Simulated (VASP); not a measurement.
Set up this calculation in VASP 6.6.1, as the native input.

```yaml
Task: single point
Functional: LDA
Potentials_or_basis: VASP PAW LDA potentials, release 64 (Sc_sv)
Cutoff: 520 eV
k_mesh: 9 × 9 × 5
Occupations: gaussian, width 0.05 eV
Spin: no spin polarisation
Dipole_correction: no
Further_INCAR_settings: ALGO = Fast; EDIFF = 1e-06; NBANDS = 18
```

The structure of Sc lies in POSCAR:

```
Sc
1.0
    3.2867912771      0.0000000000      0.0000000000
   -1.6433956386      2.8464447429      0.0000000000
    0.0000000000      0.0000000000      5.2379076584
Sc
2
Direct
    0.6666666667      0.3333333333      0.7500000000
    0.3333333333      0.6666666667      0.2500000000
```

One way to write it, as run:

INCAR

```
PREC = Accurate
ENCUT = 520
EDIFF = 1E-6
ISMEAR = 0
SIGMA = 0.05
LREAL = F
LASPH = T
NELM = 80
ALGO = Fast
ISIF = 2
LWAVE = F
LCHARG = F
NBANDS = 18
```

KPOINTS

```
regular mesh
0
Gamma
  9 9 5
```

Potentials or basis: VASP PAW LDA potentials, release 64 (Sc_sv).

Run with:

```bash
$ cat potpaw_LDA.64/Sc_sv/POTCAR > POTCAR
$ mpirun -np 1 vasp_std > vasp.out
```

It gave:

- Pressure: -4.4 GPa
- Band gap on the k mesh: zero (bands 11 and 12 overlap by 1.16 eV)

Caveat: the cell stands under tension.

Wall time 20 s on 1 thread of Intel(R) Xeon(R) Platinum 8488C (Sapphire Rapids), on a shared host, peak memory 0.15 GiB.
